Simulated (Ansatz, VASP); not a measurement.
## GaP in VASP and in Ansatz

```
Ga P
1.0
     3.85409    0.00000    0.00000
     1.92704    3.33774    0.00000
     1.92704    1.11258    3.14685
Ga P
1 1
Direct
  0.00000 0.00000 0.00000
  0.25000 0.25000 0.25000
```

Alike in both runs: task single point; functional LDA; k mesh 4 × 4 × 4; no spin polarisation.

|  | VASP | Ansatz |
| --- | --- | --- |
| version | VASP 6.6.1 | Ansatz 0.2.0 |
| potentials or method | VASP PAW LDA potentials, release 64 (Ga_d, P), cutoff 500 eV | plane waves, PAW |
| occupations | gaussian, width 0.01 eV | fixed |
| valence electrons in the cell | 18 | 18 |

```tsv
	VASP	Ansatz	Ansatz less VASP
pressure (GPa)	-2.3	-2.4	-0.07
```

LDA's correlation is that of Perdew and Zunger in VASP and of Perdew and Wang (1992) in Ansatz.

The k mesh is coarse, so the values compare programs but aren't converged.
